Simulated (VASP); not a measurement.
**CdF2: single point with PBE**

Crystal: CdF2.

```
Cd F
1.0
     3.78063    0.00000    0.00000
     0.00000    3.78063    0.00000
     0.00000    0.00000    3.29561
Cd F
1 2
Direct
  0.00000 0.00000 0.00000
  0.50000 0.00000 0.33106
  0.00000 0.50000 0.66894
```

This cell differs from its parent crystal: atoms taken out.

| Item | Value |
| --- | --- |
| Program | VASP 6.6.1 |
| Task | single point |
| Functional | PBE |
| Potentials or basis | VASP PAW PBE potentials, release 64 (Cd_sv_GW, F) |
| Cutoff | 700 eV |
| k mesh | 6 × 6 × 8 |
| Occupations | gaussian, width 0.02 eV |
| Spin | no spin polarisation |

```yaml
Pressure: -0.3 GPa
Largest_force: 0.015 eV/Å
Band_gap_on_the_k_mesh: 2.63 eV (least direct gap 2.75 eV)
```

Forces in eV/Å, atoms in the order of the input:
```
Cd   0.000  0.000  0.000
F    0.000  0.000  0.015
F    0.000  0.000 -0.015
```

Stress tensor (GPa, compression positive):
```
-0.24  0.00  0.00
 0.00 -0.24  0.00
 0.00  0.00 -0.38
```

Levels at points of the mesh, in eV from the valence-band top:
| k point | band 14 | band 15 | band 16 | band 17 | band 18 | band 19 | band 20 | band 21 |
| --- | --- | --- | --- | --- | --- | --- | --- | --- |
| (0.00, 0.00, 0.00) | -0.85 | -0.32 | -0.12 | -0.12 | 2.63 | 12.23 | 12.94 | 14.06 |
| (0.50, 0.00, 0.00) | -1.01 | -0.71 | -0.46 | -0.40 | 5.60 | 8.31 | 14.21 | 14.37 |
| (0.50, 0.50, 0.00) | -0.69 | -0.69 | -0.22 | -0.04 | 7.77 | 9.08 | 9.08 | 12.53 |
| (0.00, 0.00, 0.50) | -0.56 | -0.45 | -0.42 | -0.42 | 6.91 | 7.58 | 13.50 | 13.50 |
| (0.50, 0.00, 0.50) | -0.44 | -0.42 | -0.39 | -0.29 | 6.80 | 9.52 | 10.22 | 13.89 |
| (0.50, 0.50, 0.50) | -1.80 | -1.80 | -1.24 | 0.00 | 7.86 | 10.53 | 12.00 | 12.00 |

Wall time 48 s on 1 thread of AMD EPYC 9R45 96-Core Processor (Zen 5), on a shared host, peak memory 0.22 GiB.

Caveat: the cell differs from its parent crystal (atoms taken out). A k mesh can miss the band edges.
